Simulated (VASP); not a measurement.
# NbAs (rocksalt type) (Fm-3m) in VASP: further runs

Runs on NbAs (rocksalt type). Level: PBE. Tasks: single point, relaxation of cell and atoms.

Program: VASP 6.6.1. These are calculated values, not measurements. Logs are shortened: lines on timing, memory, paths and dates and some standing lists are left out, and cuts for length are marked.

**1. The cell of the first run**

The structure is cubic, space group Fm-3m (No. 225). The conventional cell has a = 5.108 Å, b = 5.108 Å, c = 5.108 Å, α = 90.00°, β = 90.00°, γ = 90.00°. Within 3.4 Å of Nb (site symmetry m-3m) lie 6 As at 2.55 Å. As (site symmetry m-3m) has 6 Nb at 2.55 Å within 3.4 Å.

**2. Single point, PBE**

Contents of INCAR:

```
ALGO = Normal
EDIFF = 1E-6
ENCUT = 520
GGA = PE
ISIF = 2
ISMEAR = -1
LASPH = T
LCHARG = F
LREAL = F
LWAVE = F
NBANDS = 16
NELM = 60
PREC = Accurate
SIGMA = 0.05
```

Contents of KPOINTS:

```
k-points
0
Gamma
  13 13 13
```

Contents of POSCAR:

```
NbAs
1.0
    0.0000000000      2.5538400164      2.5538400164
    2.5538400164      0.0000000000      2.5538400164
    2.5538400164      2.5538400164      0.0000000000
Nb As
1 1
Direct
    0.0000000000      0.0000000000      0.0000000000
    0.5000000000      0.5000000000      0.5000000000
```

Potentials or basis: VASP PAW PBE potentials, release 64 (Nb_sv, As).

Run with:

```sh
> cat potpaw_PBE.64/Nb_sv/POTCAR potpaw_PBE.64/As/POTCAR > POTCAR
> mpirun -np 1 vasp_std > vasp.out
```

OUTCAR:

```text
EDIFF = 1E-6
   ENCUT = 520
   GGA = PE
   ISIF = 2
   ISMEAR = -1
   LASPH = T
   LREAL = F
   NELM = 60
   PREC = Accurate

 ion  position               nearest neighbor table
   1  0.000  0.000  0.000-   2 2.55   2 2.55   2 2.55   2 2.55   2 2.55   2 2.55
   2  0.500  0.500  0.500-   1 2.55   1 2.55   1 2.55   1 2.55   1 2.55   1 2.55

  LATTYP: Found a face centered cubic cell.
 ALAT       =     5.1076800328

  Lattice vectors:

 A1 = (   0.0000000000,   2.5538400164,   2.5538400164)
 A2 = (   2.5538400164,   0.0000000000,   2.5538400164)
 A3 = (   2.5538400164,   2.5538400164,   0.0000000000)

Analysis of symmetry for initial positions (statically):
=====================================================================
 Subroutine PRICEL returns:
 Original cell was already a primitive cell.

 Routine SETGRP: Setting up the symmetry group for a
 face centered cubic supercell.

 Subroutine GETGRP returns: Found 48 space group operations
 (whereof 48 operations were pure point group operations)
 out of a pool of 48 trial point group operations.

The static configuration has the point symmetry O_h .

Analysis of symmetry for dynamics (positions and initial velocities):
=====================================================================
 Subroutine PRICEL returns:
 Original cell was already a primitive cell.

 Routine SETGRP: Setting up the symmetry group for a
 face centered cubic supercell.

 Subroutine GETGRP returns: Found 48 space group operations
 (whereof 48 operations were pure point group operations)
 out of a pool of 48 trial point group operations.

The dynamic configuration has the point symmetry O_h .

 Subroutine INISYM returns: Found 48 space group operations
 (whereof 48 operations are pure point group operations),
 and found     1 'primitive' translations

----------------------------------------------------------------------------------------

                                     Primitive cell

  volume of cell :      33.3128

  direct lattice vectors                    reciprocal lattice vectors
     0.000000000  2.553840016  2.553840016    -0.195783603  0.195783603  0.195783603
     2.553840016  0.000000000  2.553840016     0.195783603 -0.195783603  0.195783603
     2.553840016  2.553840016  0.000000000     0.195783603  0.195783603 -0.195783603

  length of vectors
[... 79 lines left out ...]
   LASPH  =      T    aspherical Exc in radial PAW
   ENCUT  =  520.0 eV  38.22 Ry    6.18 a.u.   6.72  6.72  6.72*2*pi/ulx,y,z
   NELM   =     60;   NELMIN=  2; NELMDL= -5     # of ELM steps
   EDIFF  = 0.1E-05   stopping-criterion for ELM
   LREAL  =      F    real-space projection
   EDIFFG = 0.1E-04   stopping-criterion for IOM
   NSW    =      0    number of steps for IOM
   IBRION =     -1    ionic relax: 0-MD 1-quasi-New 2-CG
   NFREE  =      0    steps in history (QN), initial steepest desc. (CG)
   ISIF   =      2    stress and relaxation
   ISYM   =      2    0-nonsym 1-usesym 2-fastsym
   POTIM  = 0.5000    time-step for ionic-motion
   TEBEG  =    0.0;   TEEND  =   0.0 temperature during run
   PSTRESS=    0.0 pullay stress
   NELECT =      18.0000    total number of electrons
   NUPDOWN=      -1.0000    fix difference up-down
   EMIN   =  10.00;   EMAX   =-10.00  energy-range for DOS
   EFERMI =   0.00;   METHOD = LEGACY
   ISMEAR =    -1;   SIGMA  =   0.05  broadening in eV -4-tet -1-fermi 0-gaus
   EFERMI_NEDOS =   21; number of points for ismear=-14 and -15
   IALGO  =     38    algorithm
   IMIX   =      4    mixing-type and parameters
     AMIX     =   0.40;   BMIX     =  1.00
     AMIX_MAG =   1.60;   BMIX_MAG =  1.00
  volume/ion in A,a.u.               =      16.66       112.40
  Fermi-wavevector in a.u.,A,eV,Ry     =   1.333405  2.519770 24.190724  1.777968
  Thomas-Fermi vector in A             =   2.462266
   LORBIT       =      0    0 simple, 1 ext, 2 COOP (PROOUT), +10 PAW based schemes
   GGA     = PE    functional components
   LHFCALC =     F    Hartree Fock is set to
   AEXX    =    0.0000 exact exchange contribution
   IVDW    =     0    specifies the selected vdW correction
   LEPSILON=     F    determine dielectric tensor
   LRPA    =     F    only Hartree local field effects (RPA)
 non-spin polarized calculation
  energy-cutoff  :      520.00
  volume of cell :       33.31
 maximum number of plane-waves:       914
   NGX = 13   NGY = 13   NGZ = 13

 number of electron      18.0000001 magnetization

 Free energy of the ion-electron system (eV)
  ---------------------------------------------------
  ext. energy  EPLUGINS =         0.00000000
  ---------------------------------------------------
  free energy    TOTEN  =       -15.21133133 eV

  energy without entropy =      -15.20077414  energy(sigma->0) =      -15.20605274

 E-fermi :  11.0366     XC(G=0): -12.0364

 val. band max:       11.0233012851   @ k =  -0.3846   0.3077   0.1538
 cond. band min:      11.0412295355   @ k =   0.4615   0.4615   0.0000
 fundamental gap:      0.0179282503
 Fermi energy:        11.0366159988

 k-point     1 :       0.0000    0.0000    0.0000
  band No.  band energies     occupation
      1     -44.6833      2.00000
      2     -20.7414      2.00000
      3     -20.7414      2.00000
      4     -20.7414      2.00000
      5      -3.0746      2.00000
      6       9.2390      2.00000
[... 433 lines left out ...]
      3     -20.7872      2.00000
      4     -20.7761      2.00000
      5      -0.8510      2.00000
      6       4.3058      2.00000
[... 8 lines left out ...]
     15      19.3132      0.00000
     16      20.4743      0.00000

 [... further k-points ...]

------------------------ aborting loop because EDIFF is reached ----------------------------------------

  FORCE on cell =-STRESS in cart. coord.  units (eV):
  Direction    XX          YY          ZZ          XY          YZ          ZX
  --------------------------------------------------------------------------------------
  -------------------------------------------------------------------------------------
  Total        3.5595931      3.5595931      3.5595931     -0.0000000      0.0000000      0.0000000
  in kB      171.1984702    171.1984702    171.1984702     -0.0000000      0.0000000      0.0000000
  external PRESSURE =     171.1984702 kB  Pullay stress =       0.0000000 kB

 VOLUME and BASIS-vectors are now :
 -----------------------------------------------------------------------------
  energy-cutoff  :      520.00
  volume of cell :       33.31
      direct lattice vectors                 reciprocal lattice vectors
     0.000000000  2.553840016  2.553840016    -0.195783603  0.195783603  0.195783603
     2.553840016  0.000000000  2.553840016     0.195783603 -0.195783603  0.195783603
     2.553840016  2.553840016  0.000000000     0.195783603  0.195783603 -0.195783603

 POSITION                                       TOTAL-FORCE (eV/Angst)
 -----------------------------------------------------------------------------------
      0.00000      0.00000      0.00000        -0.000000      0.000000     -0.000000
      2.55384      2.55384      2.55384         0.000000     -0.000000      0.000000
 -----------------------------------------------------------------------------------
    total drift:                               -0.000000      0.000000      0.000000

  FREE ENERGIE OF THE ION-ELECTRON SYSTEM (eV)
  ---------------------------------------------------
  free  energy   TOTEN  =       -15.2113313262 eV

  energy  without entropy=      -15.2007741442  energy(sigma->0) =      -15.20605274
```

Wall time 46 s (1 thread of Intel Xeon Platinum 8259CL at 2.50GHz (Skylake/Cascade Lake), shared host); peak memory 0.18 GiB.

What came out:

| Quantity | Value |
| --- | --- |
| Free energy | -15.2113 eV |
| Pressure | 17.1 GPa |
| Band gap on the k mesh | zero (bands 9 and 10 overlap by 2.08 eV) |

Caveat: the cell stands under pressure.

**3. Single point, PBE**

Contents of INCAR:

```
SYSTEM = NbAs
PREC = Accurate
ENCUT = 520
EDIFF = 1E-7
ISMEAR = -1
SIGMA = 0.05
LREAL = .False.
LASPH = .True.
NELM = 80
ALGO = Normal
ISIF = 2
LWAVE = .False.
LCHARG = .False.
GGA = PE
NBANDS = 16
```

Contents of KPOINTS:

```
Automatic mesh
0
Gamma
  13 13 13
  0 0 0
```

POSCAR is that of step 2.

Potentials or basis: VASP PAW PBE potentials, release 64 (Nb_sv, As).

Run with:

```sh
> cat potpaw_PBE.64/Nb_sv/POTCAR potpaw_PBE.64/As/POTCAR > POTCAR
> mpirun -np 1 vasp_std > vasp.out
```

Wall time 50 s (1 thread of Intel Xeon Platinum 8259CL at 2.50GHz (Skylake/Cascade Lake), shared host); peak memory 0.18 GiB.

The run converged. Its results:

```yaml
Free_energy: -15.2113 eV
Pressure: 17.1 GPa
Band_gap_on_the_k_mesh: zero (bands 9 and 10 overlap by 2.08 eV)
```

Levels at points of the mesh, in eV from the Fermi level:
```csv
k point,band 5,band 6,band 7,band 8,band 9,band 10,band 11,band 12,band 13,band 14
"(0.00, 0.00, 0.00)",-14.11,-1.80,-1.80,-1.80,-1.07,-1.07,-0.12,-0.12,-0.12,5.73
```

Caveat: the cell stands under pressure.

**4. Relaxation of cell and atoms, PBE, target pressure 17 GPa, at which the enthalpy is minimised**

Contents of INCAR:

```
SYSTEM = NbAs
PREC     = Accurate       ! precision mode
ENCUT    = 600            ! plane-wave cutoff, eV
EDIFF    = 1E-7           ! SCF threshold, eV
ISMEAR   = -1             ! smearing method
SIGMA    = 0.05           ! smearing width, eV
LREAL    = .False.        ! projectors in reciprocal space
LASPH    = .True.         ! aspherical terms in the spheres
NELM     = 100            ! most SCF steps
ALGO     = Normal         ! electronic algorithm
ISIF     = 3              ! what is computed and relaxed
LWAVE    = .False.        ! write WAVECAR
LCHARG   = .False.        ! write CHGCAR
GGA      = PE             ! functional
IBRION   = 2              ! ionic algorithm
NSW      = 60             ! ionic steps
EDIFFG   = -0.005         ! ionic threshold
PSTRESS  = 170.0
```

KPOINTS is that of step 3.

Contents of POSCAR:

```
NbAs
1.0
    0.0000000000      2.5521820801      2.5521820801
    2.5521820801      0.0000000000      2.5521820801
    2.5521820801      2.5521820801      0.0000000000
Nb As
1 1
Direct
    0.0000000000      0.0000000000      0.0000000000
    0.5000000000      0.5000000000      0.5000000000
```

Run with:

```sh
> cat potpaw_PBE.64/Nb_sv/POTCAR potpaw_PBE.64/As/POTCAR > POTCAR
> mpirun -np 1 vasp_std > vasp.out
```

It took 2.7 min on 1 thread of Intel Xeon Platinum 8259CL at 2.50GHz (Skylake/Cascade Lake), shared host; peak memory 0.21 GiB.

Results (log left out):

```yaml
Free_energy: -15.2132 eV
Relaxed_volume: 16.67 Å³/atom
Relaxed_cell: a = 3.612 Å, b = 3.612 Å, c = 3.612 Å, α = 60.00°, β = 60.00°, γ = 60.00°
Space_group_after_relaxing_to_0.1_Å: Fm-3m (No. 225)
Energy_change_on_relaxing_the_run_minimises_the_enthalpy: -4.4 meV/atom
Ionic_steps: 3
Pressure_after_relaxing: 17.0 GPa
```

Step by step:
| step | energy change (eV) | largest force (eV/Å) | pressure (GPa) | volume (Å³) |
| --- | --- | --- | --- | --- |
| 1 | 0.0000 | 0.0000 | 17.55 | 33.25 |
| 2 | -0.0285 | 0.0000 | 15.79 | 33.52 |
| 3 | -0.0089 | 0.0000 | 17.01 | 33.33 |

Final structure:
```cif
data_structure
_symmetry_space_group_name_H-M 'P 1'
_symmetry_Int_Tables_number 1
_cell_length_a 3.6123
_cell_length_b 3.6123
_cell_length_c 3.6123
_cell_angle_alpha 60.000
_cell_angle_beta 60.000
_cell_angle_gamma 60.000
_cell_volume 33.33
loop_
_atom_site_label
_atom_site_type_symbol
_atom_site_fract_x
_atom_site_fract_y
_atom_site_fract_z
_atom_site_occupancy
Nb1 Nb 0.00000 0.00000 0.00000 1
As1 As 0.50000 0.50000 0.50000 1
```

Levels at points of the mesh, in eV from the Fermi level:
| k point | band 7 | band 8 | band 9 | band 10 | band 11 | band 12 |
| --- | --- | --- | --- | --- | --- | --- |
| (0.00, 0.00, 0.00) | -1.80 | -1.80 | -1.07 | -1.07 | -0.13 | -0.13 |

Caveat: the cell is relaxed towards a set pressure, so the run minimises the enthalpy, not the energy; the highest band is partly filled, so the run has too few bands.

**5. Relaxation of cell and atoms, PBE, target pressure 17 GPa, at which the enthalpy is minimised**

Contents of INCAR:

```
  PREC = Accurate
  ENCUT = 600
  EDIFF = 1E-6
  ISMEAR = -1
  SIGMA = 0.05
  LREAL = F
  LASPH = T
  NELM = 100
  ALGO = Normal
  ISIF = 3
  LWAVE = F
  LCHARG = F
  GGA = PE
  IBRION = 2
  NSW = 32
  EDIFFG = -0.005
  PSTRESS = 170.0
```

Contents of KPOINTS:

```
regular mesh
0
Gamma
  13 13 13
```

Contents of POSCAR:

```
NbAs
1.0
    0.0000000000      2.5538400164      2.5538400164
    2.5538400164      0.0000000000      2.5538400164
    2.5538400164      2.5538400164      0.0000000000
Nb As
1 1
Direct
    0.0000000000      0.0000000000      0.0000000000
    0.5000000000      0.5000000000      0.5000000000
```

Run with:

```sh
> cat potpaw_PBE.64/Nb_sv/POTCAR potpaw_PBE.64/As/POTCAR > POTCAR
> mpirun -np 1 vasp_std > vasp.out
```

Wall time 1.9 min (1 thread of Intel Xeon Platinum 8259CL at 2.50GHz (Skylake/Cascade Lake), shared host); peak memory 0.21 GiB.

Results (log left out):

```
Free energy                                                : -15.2126 eV
Relaxed volume                                             : 16.66 Å³/atom
Relaxed cell                                               : a = 3.612 Å, b = 3.612 Å, c = 3.612 Å, α = 60.00°, β = 60.00°, γ = 60.00°
Space group after relaxing (to 0.1 Å)                      : Fm-3m (No. 225)
Energy change on relaxing (the run minimises the enthalpy) : -0.6 meV/atom
Ionic steps                                                : 4
Pressure after relaxing                                    : 17.0 GPa
```

The path:
```
step  energy change (eV)  largest force (eV/Å)  pressure (GPa)  volume (Å³)
   1              0.0000                0.0000           17.08        33.31
   2             -0.0045                0.0000           16.84        33.36
   3             -0.0020                0.0000           16.95        33.33
   4             -0.0013                0.0000           17.01        33.32
```

Final structure:
```cif
data_structure
_symmetry_space_group_name_H-M 'P 1'
_symmetry_Int_Tables_number 1
_cell_length_a 3.6121
_cell_length_b 3.6121
_cell_length_c 3.6121
_cell_angle_alpha 60.000
_cell_angle_beta 60.000
_cell_angle_gamma 60.000
_cell_volume 33.32
loop_
_atom_site_label
_atom_site_type_symbol
_atom_site_fract_x
_atom_site_fract_y
_atom_site_fract_z
_atom_site_occupancy
Nb1 Nb 0.00000 0.00000 0.00000 1
As1 As 0.50000 0.50000 0.50000 1
```

Levels at points of the mesh, in eV from the Fermi level:
```tsv
k point	band 5	band 6	band 7	band 8	band 9	band 10	band 11	band 12	band 13
(0.00, 0.00, 0.00)	-14.11	-1.80	-1.80	-1.80	-1.07	-1.07	-0.12	-0.12	-0.12
```

Caveat: the cell is relaxed towards a set pressure, so the run minimises the enthalpy, not the energy; the highest band is partly filled, so the run has too few bands.

**6. The runs side by side**

| task | cell | cutoff (eV) | pressure (GPa) |
| --- | --- | --- | --- |
| single point | a = 3.612 Å, angles 60.0°, 2 atoms | 520 | 17.1 |
| relaxation of cell and atoms | relaxed to 17 GPa from a = 3.609 Å, angles 60.0°, 2 atoms | 600 | 17.0 |
| relaxation of cell and atoms | relaxed to 17 GPa from a = 3.612 Å, angles 60.0°, 2 atoms | 600 | 17.0 |

Alike in all rows: level PBE; potentials or basis VASP PAW PBE potentials, release 64 (Nb_sv, As); no spin polarisation; k mesh 13 × 13 × 13; smearing fermi-dirac 0.05 eV.

Caveats: the cell is relaxed towards a set pressure, so the run minimises the enthalpy, not the energy (at least some runs); the highest band is partly filled, so the run has too few bands (at least some runs); the cell stands under pressure (at least some runs).

Absolute energies hang on the potentials; compare differences alone.
